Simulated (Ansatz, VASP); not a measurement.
# Al3Au in VASP and in Ansatz

```
CELL_PARAMETERS angstrom
-2.03875 2.03875 4.08347
2.03875 -2.03875 4.08347
2.03875 2.03875 -4.08347
ATOMIC_POSITIONS crystal
Au 0.00000 0.00000 0.00000
Al 0.50000 0.50000 0.00000
Al 0.25000 0.75000 0.50000
Al 0.75000 0.25000 0.50000
```

Change from the starting cell: volume scaled by 1.02.

Alike in both runs: task single point; functional LDA; k mesh 9 × 9 × 9; occupations fermi-dirac, width 0.05 eV; no spin polarisation.

|  | VASP | Ansatz |
| --- | --- | --- |
| version | VASP 6.6.1 | Ansatz 0.2.0 |
| potentials or method | VASP PAW LDA potentials, release 64 (Au, Al), cutoff 520 eV | all-electron LAPW, scalar-relativistic |

VASP gave:

```
gap on the k mesh at the Fermi level (eV)                     : none
pressure (GPa)                                                : -6.4
traceless stress, the component that is largest in VASP (GPa) : -0.29
```

Problem. Which values does Ansatz return?

Solution. gap on the k mesh at the Fermi level (eV): none; pressure (GPa): -6.5; traceless stress, the component that is largest in VASP (GPa): -0.28.

LDA's correlation is that of Perdew and Zunger in VASP and of Perdew and Wang (1992) in Ansatz. A gap of «none» marks a metal or a gap that the smearing closes. Ansatz ran all-electron here, and VASP with PAW potentials.

Neither program's run includes spin-orbit coupling.
